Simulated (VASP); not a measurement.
# AlN (Fm-3m) in VASP: single point with PBE

Aim: the single point of AlN with PBE.

Program: VASP 6.6.1. These are calculated values, not measurements. Logs are shortened: lines on timing, memory, paths and dates and some standing lists are left out, and cuts for length are marked.

## Step 1: The cell of the first run

The structure is cubic, space group Fm-3m (No. 225). Conventional cell: a = 3.938 Å, b = 3.938 Å, c = 3.938 Å, α = 90.00°, β = 90.00°, γ = 90.00°. Al (site symmetry m-3m) has 6 N at 1.97 Å within 2.6 Å. Within 2.6 Å of N (site symmetry m-3m) lie 6 Al at 1.97 Å.

## Step 2: Single point, PBE

POSCAR reads:

```
AlN
1.0
    0.0000000000      1.9690000000      1.9690000000
    1.9690000000      0.0000000000      1.9690000000
    1.9690000000      1.9690000000      0.0000000000
Al N
1 1
Direct
    0.0000000000      0.0000000000      0.0000000000
    0.5000000000      0.5000000000      0.5000000000
```

INCAR.step1 reads:

```
PREC = Accurate ; ENCUT = 520
EDIFF = 1E-6 ; ISMEAR = 0
SIGMA = 0.01 ; LREAL = F
LASPH = T ; NELM = 120
ALGO = Normal ; ISIF = 2
LWAVE = F ; LCHARG = T
GGA = PE ; NBANDS = 11
GGA_COMPAT = F ; NEDOS = 2001
LORBIT = 11
```

KPOINTS.step1 reads:

```
Automatic mesh
0
Gamma
  10 10 10
```

INCAR.step2 reads:

```
PREC = Accurate ; ENCUT = 520
EDIFF = 1E-6 ; ISMEAR = -5
SIGMA = 0.01 ; LREAL = F
LASPH = T ; NELM = 120
ALGO = Normal ; ISIF = 2
LWAVE = F ; LCHARG = F
GGA = PE ; LORBIT = 10
NEDOS = 1001 ; ICHARG = 11
GGA_COMPAT = F
```

KPOINTS.step2 reads:

```
Automatic mesh
0
Gamma
  15 15 15
```

Potentials or basis: VASP PAW PBE potentials, release 64 (Al, N).

Started as:

```bash
$ cat potpaw_PBE.64/Al/POTCAR potpaw_PBE.64/N/POTCAR > POTCAR
$ cp INCAR.step1 INCAR
$ cp KPOINTS.step1 KPOINTS
$ mpirun -np 1 vasp_std > vasp.out
$ cp INCAR.step2 INCAR
$ cp KPOINTS.step2 KPOINTS
$ mpirun -np 1 vasp_std > vasp.out
```

OUTCAR:

```text
PREC = Accurate
   ENCUT = 520
   EDIFF = 1E-6
   ISMEAR = -5
   LREAL = F
   LASPH = T
   NELM = 120
   ISIF = 2
   GGA = PE
   LORBIT = 10
   ICHARG = 11

 ion  position               nearest neighbor table
   1  0.000  0.000  0.000-   2 1.97   2 1.97   2 1.97   2 1.97   2 1.97   2 1.97
   2  0.500  0.500  0.500-   1 1.97   1 1.97   1 1.97   1 1.97   1 1.97   1 1.97

  LATTYP: Found a face centered cubic cell.
 ALAT       =     3.9380000000

  Lattice vectors:

 A1 = (   0.0000000000,   1.9690000000,   1.9690000000)
 A2 = (   1.9690000000,   0.0000000000,   1.9690000000)
 A3 = (   1.9690000000,   1.9690000000,   0.0000000000)

Analysis of symmetry for initial positions (statically):
=====================================================================
 Subroutine PRICEL returns:
 Original cell was already a primitive cell.

 Routine SETGRP: Setting up the symmetry group for a
 face centered cubic supercell.

 Subroutine GETGRP returns: Found 48 space group operations
 (whereof 48 operations were pure point group operations)
 out of a pool of 48 trial point group operations.

The static configuration has the point symmetry O_h .

Analysis of symmetry for dynamics (positions and initial velocities):
=====================================================================
 Subroutine PRICEL returns:
 Original cell was already a primitive cell.

 Routine SETGRP: Setting up the symmetry group for a
 face centered cubic supercell.

 Subroutine GETGRP returns: Found 48 space group operations
 (whereof 48 operations were pure point group operations)
 out of a pool of 48 trial point group operations.

The dynamic configuration has the point symmetry O_h .

 Subroutine INISYM returns: Found 48 space group operations
 (whereof 48 operations are pure point group operations),
 and found     1 'primitive' translations

----------------------------------------------------------------------------------------

                                     Primitive cell

  volume of cell :      15.2675

  direct lattice vectors                    reciprocal lattice vectors
     0.000000000  1.969000000  1.969000000    -0.253936008  0.253936008  0.253936008
     1.969000000  0.000000000  1.969000000     0.253936008 -0.253936008  0.253936008
     1.969000000  1.969000000  0.000000000     0.253936008  0.253936008 -0.253936008

  length of vectors
     2.784586504  2.784586504  2.784586504     0.439830068  0.439830068  0.439830068

  position of ions in fractional coordinates (direct lattice)
     0.000000000  0.000000000  0.000000000
     0.500000000  0.500000000  0.500000000

  ion indices of the primitive-cell ions
   primitive index   ion index
                 1           1
                 2           2

----------------------------------------------------------------------------------------

 KPOINTS: Automatic mesh

Automatic generation of k-mesh.
 Grid dimensions read from file:
 generate k-points for:   15   15   15

 Generating k-lattice:

  Cartesian coordinates                     Fractional coordinates (reciprocal lattice)
    -0.016929067  0.016929067  0.016929067     0.066666667  0.000000000  0.000000000
     0.016929067 -0.016929067  0.016929067     0.000000000  0.066666667  0.000000000
     0.016929067  0.016929067 -0.016929067     0.000000000  0.000000000  0.066666667

  Length of vectors
     0.029322005  0.029322005  0.029322005

  Shift w.r.t. Gamma in fractional coordinates (k-lattice)
     0.000000000  0.000000000  0.000000000

 TETIRR: Found    484 inequivalent tetrahedra from    20250

 Subroutine IBZKPT returns following result:
 ===========================================

 Found    120 irreducible k-points:

 Following reciprocal coordinates:
            Coordinates               Weight
  0.000000  0.000000  0.000000      1.000000
  0.066667  0.000000  0.000000      8.000000
  0.133333  0.000000  0.000000      8.000000
  0.200000  0.000000  0.000000      8.000000
  0.266667  0.000000  0.000000      8.000000
  0.333333  0.000000  0.000000      8.000000
[... 16 lines left out ...]
  0.133333  0.133333  0.000000      6.000000
  0.200000  0.133333  0.000000     24.000000
 [... further k-points ...]
   k-points           NKPTS =    120   k-points in BZ     NKDIM =    120   number of bands    NBANDS=      8
   number of dos      NEDOS =   1001   number of ions     NIONS =      2
   total plane-waves  NPLWV =  13824
   dimension x,y,z NGX =    24 NGY =   24 NGZ =   24
   dimension x,y,z NGXF=    48 NGYF=   48 NGZF=   48
   ions per type =               1   1
   NGX,Y,Z   is equivalent  to a cutoff of  14.33, 14.33, 14.33 a.u.
   NGXF,Y,Z  is equivalent  to a cutoff of  28.66, 28.66, 28.66 a.u.
 SYSTEM =  unknown system
   PREC   = accura    normal or accurate (medium, high low for compatibility)
   ISTART =      0    job   : 0-new  1-cont  2-samecut
   ICHARG =     11    charge: 1-file 2-atom 10-const
   ISPIN  =      1    spin polarized calculation?
   LNONCOLLINEAR =      F non collinear calculations
   LSORBIT =      F    spin-orbit coupling
   LASPH  =      T    aspherical Exc in radial PAW
   ENCUT  =  520.0 eV  38.22 Ry    6.18 a.u.   5.18  5.18  5.18*2*pi/ulx,y,z
   NELM   =    120;   NELMIN=  2; NELMDL=  0     # of ELM steps
   EDIFF  = 0.1E-05   stopping-criterion for ELM
   LREAL  =      F    real-space projection
   EDIFFG = 0.1E-04   stopping-criterion for IOM
   NSW    =      0    number of steps for IOM
   IBRION =     -1    ionic relax: 0-MD 1-quasi-New 2-CG
   NFREE  =      0    steps in history (QN), initial steepest desc. (CG)
   ISIF   =      2    stress and relaxation
   ISYM   =      2    0-nonsym 1-usesym 2-fastsym
   POTIM  = 0.5000    time-step for ionic-motion
   TEBEG  =    0.0;   TEEND  =   0.0 temperature during run
   PSTRESS=    0.0 pullay stress
   NELECT =       8.0000    total number of electrons
   NUPDOWN=      -1.0000    fix difference up-down
   EMIN   =  10.00;   EMAX   =-10.00  energy-range for DOS
   EFERMI =   0.00;   METHOD = LEGACY
   ISMEAR =    -5;   SIGMA  =   0.01  broadening in eV -4-tet -1-fermi 0-gaus
   EFERMI_NEDOS =   21; number of points for ismear=-14 and -15
   IALGO  =     38    algorithm
   IMIX   =      4    mixing-type and parameters
     AMIX     =   0.40;   BMIX     =  1.00
     AMIX_MAG =   1.60;   BMIX_MAG =  1.00
  volume/ion in A,a.u.               =       7.63        51.51
  Fermi-wavevector in a.u.,A,eV,Ry     =   1.319823  2.494104 23.700443  1.741933
  Thomas-Fermi vector in A             =   2.449694
   LORBIT       =     10    0 simple, 1 ext, 2 COOP (PROOUT), +10 PAW based schemes
   GGA     = PE    functional components
   LHFCALC =     F    Hartree Fock is set to
   AEXX    =    0.0000 exact exchange contribution
   IVDW    =     0    specifies the selected vdW correction
   LEPSILON=     F    determine dielectric tensor
   LRPA    =     F    only Hartree local field effects (RPA)
 non-spin polarized calculation
 Fermi weights with tetrahedron method with Bloechl corrections
  energy-cutoff  :      520.00
  volume of cell :       15.27
 maximum number of plane-waves:       424
 NGX is ok and might be reduce to    24

 number of electron       8.0000000 magnetization

 Free energy of the ion-electron system (eV)
  ---------------------------------------------------
  ext. energy  EPLUGINS =         0.00000000
  ---------------------------------------------------
  free energy    TOTEN  =       -14.40825501 eV

  energy without entropy =      -14.40825501  energy(sigma->0) =      -14.40825501

 E-fermi :  11.0352     XC(G=0): -12.6611

 val. band max:       11.0243821405   @ k =   0.0000   0.0000   0.0000
 cond. band min:      16.2243407075   @ k =   0.4667   0.4667   0.0000
 fundamental gap:      5.1999585670
 Fermi energy:        11.0351924077

 k-point     1 :       0.0000    0.0000    0.0000
  band No.  band energies     occupation
      1      -7.2694      2.00000
      2      11.0244      2.00000
      3      11.0244      2.00000
      4      11.0244      2.00000
      5      17.8926      0.00000
      6      23.4441      0.00000
      7      23.4441      0.00000
      8      23.4441      0.00000

 k-point     2 :       0.0667    0.0000    0.0000
  band No.  band energies     occupation
      1      -7.1708      2.00000
      2      10.5389      2.00000
      3      10.9598      2.00000
      4      10.9598      2.00000
      5      18.1846      0.00000
      6      22.9441      0.00000
      7      23.6069      0.00000
      8      23.6069      0.00000

 k-point     3 :       0.1333    0.0000    0.0000
  band No.  band energies     occupation
      1      -6.8785      2.00000
      2       9.3235      2.00000
      3      10.7844      2.00000
      4      10.7844      2.00000
      5      18.7167      0.00000
      6      22.2628      0.00000
      7      23.9809      0.00000
      8      23.9809      0.00000
[... 210 lines left out ...]
 k-point    23 :       0.1333    0.1333    0.0000
  band No.  band energies     occupation
      1      -6.7497      2.00000
      2       9.5045      2.00000
      3      10.3514      2.00000
      4      10.3514      2.00000
      5      19.2216      0.00000
      6      20.9900      0.00000
      7      24.6672      0.00000
      8      24.6672      0.00000

 k-point    24 :       0.2000    0.1333    0.0000
  band No.  band energies     occupation
      1      -6.4023      2.00000
      2       8.5047      2.00000
      3      10.0540      2.00000
      4      10.1160      2.00000
      5      19.6705      0.00000
      6      20.4355      0.00000
      7      23.9533      0.00000
      8      25.1446      0.00000

 [... further k-points ...]

------------------------ aborting loop because EDIFF is reached ----------------------------------------

  FORCE on cell =-STRESS in cart. coord.  units (eV):
  Direction    XX          YY          ZZ          XY          YZ          ZX
  --------------------------------------------------------------------------------------
  -------------------------------------------------------------------------------------
  Total        2.8696175      2.8696175      2.8696175      0.0000000     -0.0000000      0.0000000
  in kB      301.1393106    301.1393106    301.1393106      0.0000000     -0.0000000      0.0000000
  external PRESSURE =     301.1393106 kB  Pullay stress =       0.0000000 kB

 VOLUME and BASIS-vectors are now :
 -----------------------------------------------------------------------------
  energy-cutoff  :      520.00
  volume of cell :       15.27
      direct lattice vectors                 reciprocal lattice vectors
     0.000000000  1.969000000  1.969000000    -0.253936008  0.253936008  0.253936008
     1.969000000  0.000000000  1.969000000     0.253936008 -0.253936008  0.253936008
     1.969000000  1.969000000  0.000000000     0.253936008  0.253936008 -0.253936008

 POSITION                                       TOTAL-FORCE (eV/Angst)
 -----------------------------------------------------------------------------------
      0.00000      0.00000      0.00000         0.000000      0.000000     -0.000000
      1.96900      1.96900      1.96900        -0.000000     -0.000000      0.000000
 -----------------------------------------------------------------------------------
    total drift:                               -0.000000     -0.000000      0.000000

  FREE ENERGIE OF THE ION-ELECTRON SYSTEM (eV)
  ---------------------------------------------------
  free  energy   TOTEN  =       -14.4082550128 eV

  energy  without entropy=      -14.4082550128  energy(sigma->0) =      -14.40825501

 total charge

# of ion       s       p       d       tot
------------------------------------------
    1        0.328   0.448   0.000   0.777
    2        1.224   2.725   0.000   3.949
--------------------------------------------------
tot          1.552   3.174   0.000   4.726
```

Run time: 21 s. Hardware: 1 thread of AMD EPYC 7R43 (Zen 3), shared host; peak memory 0.11 GiB.

What came out:

| Item | Value |
| --- | --- |
| Valence electrons inside the program's atomic spheres | Al 0.78; N 3.95 |
